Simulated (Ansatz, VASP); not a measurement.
# One calculation of BaTe, two programs

```
Ba Te
1.0
     0.00000    3.53239    3.53239
     3.53239    0.00000    3.53239
     3.53239    3.53239    0.00000
Ba Te
1 1
Cartesian
  0.0000 0.0000 0.0000
  3.5324 3.5324 3.5324
```

Alike in both runs: task single point; functional HSE06; k mesh 4 × 4 × 4; no spin polarisation.

|  | VASP | Ansatz |
| --- | --- | --- |
| version | VASP 6.6.1 | Ansatz 0.2.0 |
| potentials or method | VASP PAW PBE potentials, release 64 (Ba_sv, Te) | plane waves, PAW |
| plane-wave cutoff (eV) | 520 | 420 |
| occupations | gaussian, width 0.01 eV | fixed |
| valence electrons in the cell | 16 | 26 |

Ansatz gave:

- gap on the k mesh at the Fermi level (eV): 2.35
- pressure (GPa): -0.2

Which values does VASP return?

gap on the k mesh at the Fermi level (eV): 2.30; pressure (GPa): 0.0.

VASP's potentials hold 16 valence electrons a cell and Ansatz's 26, so a difference there can come from the potentials and not from the codes. Ansatz's warnings: stress exchange threshold loose, stress scf threshold loose.

Neither program's run includes spin-orbit coupling.
